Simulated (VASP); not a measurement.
Set up this calculation in VASP 6.6.1, as the native input.

- Task: relaxation of cell and atoms
- Functional: LDA
- Potentials or basis: VASP PAW LDA potentials, release 64 (Ag, O)
- Cutoff: 600 eV
- k mesh: 7 × 7 × 7
- Occupations: fermi-dirac, width 0.1 eV
- Spin: no spin polarisation
- Dipole correction: no
- Further INCAR settings: ALGO = Normal; EDIFF = 1e-07; IBRION = 2; EDIFFG = -0.01; NSW = 80; ISIF = 3

The structure of Ag2O lies in POSCAR:

```
Ag2O
1.0
    4.7180000000      0.0000000000      0.0000000000
    0.0000000000      4.7180000000      0.0000000000
    0.0000000000      0.0000000000      4.7180000000
Ag O
4 2
Direct
    0.2500000000      0.2500000000      0.2500000000
    0.2500000000      0.7500000000      0.7500000000
    0.7500000000      0.7500000000      0.2500000000
    0.7500000000      0.2500000000      0.7500000000
    0.0000000000      0.0000000000      0.0000000000
    0.5000000000      0.5000000000      0.5000000000
```

These files were run (other wordings do the same):

INCAR

```
SYSTEM = Ag2O
PREC = Accurate ; ENCUT = 600
EDIFF = 1E-7 ; ISMEAR = -1
SIGMA = 0.1 ; LREAL = .FALSE.
LASPH = .TRUE. ; NELM = 120
ALGO = Normal ; ISIF = 3
LWAVE = .FALSE. ; LCHARG = .FALSE.
GGA = CA ; IBRION = 2
NSW = 80 ; EDIFFG = -0.01
GGA_COMPAT = .FALSE. ; NELMIN = 4
```

KPOINTS

```
regular mesh
0
G
  7 7 7
  0 0 0
```

Potentials or basis: VASP PAW LDA potentials, release 64 (Ag, O).

The run is started by

```console
$ cat potpaw_LDA.64/Ag/POTCAR potpaw_LDA.64/O/POTCAR > POTCAR
$ mpirun -np 1 vasp_std > vasp.out
```

It gave:

| Property | Result |
| --- | --- |
| Relaxed volume | 16.63 Å³/atom |
| Relaxed cell | a = 4.638 Å, b = 4.638 Å, c = 4.638 Å, α = 90.00°, β = 90.00°, γ = 90.00° |
| Space group after relaxing (to 0.1 Å) | Pn-3m (No. 224) |
| Energy gained by relaxing | 13.3 meV/atom |
| Ionic steps | 3 |
| Pressure after relaxing | 0.0 GPa |
| Band gap on the k mesh | 0.12 eV |

Caveat: the smearing spreads over this small gap; semilocal functionals underestimate gaps, and a narrow one can read as zero; an odd mesh through Γ misses points on the zone boundary, where band edges can lie.

Wall time 120 s on 1 thread of Intel(R) Xeon(R) Platinum 8488C (Sapphire Rapids), on a shared host, peak memory 0.24 GiB.
